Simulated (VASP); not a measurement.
Crystal: Au.

```xyz
1
Lattice="2.6684 0.0000 0.0000 0.0000 2.6684 0.0000 0.0000 0.0000 2.6684" Properties=species:S:1:pos:R:3 pbc="T T T"
Au    0.0000    0.0000    0.0000
```

Base run:

```yaml
Program: VASP 6.6.1
Functional: LDA
Potentials_or_basis: VASP PAW LDA potentials, release 64 (Au_sv_GW)
Cutoff: 500 eV
k_mesh: 17 × 17 × 17
Occupations: fermi-dirac, width 0.05 eV
Spin: no spin polarisation
```

Its results: pressure -0.8 GPa.

The run is repeated on the same cell with these changes: potentials or basis from VASP PAW LDA potentials, release 64 (Au_sv_GW) to VASP PAW LDA potentials, release 64 (Au); cutoff from 500 eV to 520 eV; further incar settings from ALGO = Normal; EDIFF = 1e-06; NBANDS = 16 to ALGO = Normal; EDIFF = 1e-06; NBANDS = 12; valence electrons from 19 to 11. What comes out?

Pressure 0.5 GPa.
